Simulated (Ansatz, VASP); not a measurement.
## Two plane-wave programs on Pb

INCAR

```
SYSTEM = Pb
PREC = Accurate
ENCUT = 520
EDIFF = 1E-7
ISMEAR = 0
SIGMA = 0.15
LREAL = .False.
LASPH = .True.
NELM = 100
ALGO = Normal
ISIF = 2
LWAVE = .False.
LCHARG = .True.
GGA = PE
LELF = .True.
LVHAR = .True.
NBANDS = 13
```

KPOINTS

```
regular mesh
0
Gamma
  16 16 16
  0 0 0
```

Contents of POSCAR:

```
Pb
1.0
    0.0000000000      2.3463100000      2.4698000000
    2.3463100000      0.0000000000      2.4698000000
    2.3463100000      2.3463100000      0.0000000000
Pb
1
Direct
    0.0000000000      0.0000000000      0.0000000000
```

Input for Ansatz:

```yaml
crystal:
  lattice:
    - [0.0, 2.34631, 2.4698]
    - [2.34631, 0.0, 2.4698]
    - [2.34631, 2.34631, 0.0]
  atoms:
    - { symbol: Pb, position: [0.0, 0.0, 0.0] }
basis:
  ecutwfc: 420
kpoints:
  mp_grid: { grid: [16, 16, 16] }
hamiltonian:
  xc: pbe
scf:
  occupations: { method: gaussian, width: 0.15 }
output:
  forces: true
  stress: true
  eigenvalues: true
```

Change from the starting cell: strain -0.050 along x and y, +0.000 along z, atoms carried along.

Alike in both runs: task single point; functional PBE; k mesh 16 × 16 × 16; occupations gaussian, width 0.15 eV; no spin polarisation.

|  | VASP | Ansatz |
| --- | --- | --- |
| version | VASP 6.6.1 | Ansatz 0.2.0 |
| potentials or method | VASP PAW PBE potentials, release 64 (Pb_d), cutoff 520 eV | scalar-relativistic, plane waves, PAW |
| valence electrons in the cell | 14 | 14 |

Ansatz gave:

```
gap on the k mesh at the Fermi level (eV)                     : none
pressure (GPa)                                                : 9.5
traceless stress, the component that is largest in VASP (GPa) : -0.82
```

**Question.** Which values does VASP return?

**Answer.** gap on the k mesh at the Fermi level (eV): none; pressure (GPa): 9.5; traceless stress, the component that is largest in VASP (GPa): -0.83.

A gap of «none» marks a metal or a gap that the smearing closes.

Neither program's run includes spin-orbit coupling.
